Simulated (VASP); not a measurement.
InP: single point with PBEsol

Crystal: InP.

```
In P
1.0
     2.88050    2.88050    0.00000
    -2.88050    2.88050    0.00000
     0.00000    2.88050    2.97455
In P
1 1
Direct
  0.00000 0.00000 0.00000
  0.75000 0.25000 0.50000
```

This cell differs from its parent crystal: in-plane strain -0.02.

```json
{
 "Program": "VASP 6.6.1",
 "Task": "single point",
 "Functional": "PBEsol",
 "Potentials or basis": "VASP PAW PBE potentials, release 64 (In_d, P)",
 "Cutoff": "520 eV",
 "k mesh": "8 × 8 × 8",
 "Occupations": "gaussian, width 0.01 eV",
 "Spin": "no spin polarisation"
}
```

```
Pressure               : 2.0 GPa
Band gap on the k mesh : 0.66 eV, direct
```

Stress tensor (GPa, compression positive):
```
2.44 0.00 0.00
0.00 2.44 0.00
0.00 0.00 1.03
```

Levels at points of the mesh, in eV from the valence-band top:
| k point | band 5 | band 6 | band 7 | band 8 | band 9 | band 10 | band 11 | band 12 | band 13 | band 14 |
| --- | --- | --- | --- | --- | --- | --- | --- | --- | --- | --- |
| (0.00, 0.00, 0.00) | -14.08 | -11.74 | -0.16 | 0.00 | 0.00 | 0.66 | 3.95 | 3.95 | 4.00 | 8.38 |
| (0.50, 0.00, 0.00) | -14.06 | -9.92 | -5.96 | -1.18 | -0.96 | 1.38 | 4.59 | 4.80 | 6.94 | 9.33 |
| (0.50, 0.50, 0.00) | -14.04 | -9.19 | -5.89 | -2.54 | -2.52 | 1.49 | 2.01 | 9.26 | 9.45 | 9.63 |
| (0.00, 0.00, 0.50) | -14.05 | -9.31 | -6.09 | -2.35 | -2.35 | 1.67 | 2.30 | 8.95 | 9.62 | 9.62 |

It took 59 s on 1 thread of Intel Xeon 8259CL, with other jobs on the host, peak memory 0.2 GiB.

Caveat: the cell differs from its parent crystal (in-plane strain -0.02); the PAW data sets were made with another functional, which shifts forces and pressure a little; spin-orbit coupling is left out, which moves the levels of the heavy elements.
